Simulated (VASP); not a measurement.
Write the native input for VASP 6.6.1 that does the following.

```
Task                   : single point
Functional             : PBEsol
Potentials or basis    : VASP PAW PBE potentials, release 64 (Sb)
Cutoff                 : 520 eV
k mesh                 : 8 × 8 × 11
Occupations            : fermi-dirac, width 0.1 eV
Spin                   : no spin polarisation
Dipole correction      : no
Further INCAR settings : ALGO = Normal; EDIFF = 1e-06; NBANDS = 14
```

The structure of Sb lies in POSCAR:

```
Sb
1.0
    5.1992188266      0.0000000000      0.0000000000
   -2.5996094133      4.5026555836      0.0000000000
    0.0000000000      0.0000000000      3.1031725951
Sb
3
Direct
    1.0000000000      0.0000000000      0.0000000000
    0.3333333333      0.6666666667      0.5000000000
    0.6666666667      0.3333333333      0.5000000000
```

This cell differs from its parent crystal: volume scaled by 0.92.

These files were run (other wordings do the same):

INCAR

```
SYSTEM = Sb
PREC = Accurate
ENCUT = 520
EDIFF = 1E-6
ISMEAR = -1
SIGMA = 0.1
LREAL = .False.
LASPH = .True.
NELM = 80
ALGO = Normal
ISIF = 2
LWAVE = .False.
LCHARG = .False.
GGA = PS
NBANDS = 14
```

KPOINTS

```
Automatic mesh
0
Gamma
  8 8 11
  0 0 0
```

Potentials or basis: VASP PAW PBE potentials, release 64 (Sb).

Command:

```console
$ cat potpaw_PBE.64/Sb/POTCAR > POTCAR
$ mpirun -np 1 vasp_std > vasp.out
```

Results of the run:

The pressure is 6.7 GPa.

Caveat: the PAW data sets were made with another functional, which shifts forces and pressure a little.

Run time: 62 s on 1 thread of Intel Xeon 8259CL (shared host), peak memory 0.21 GiB.
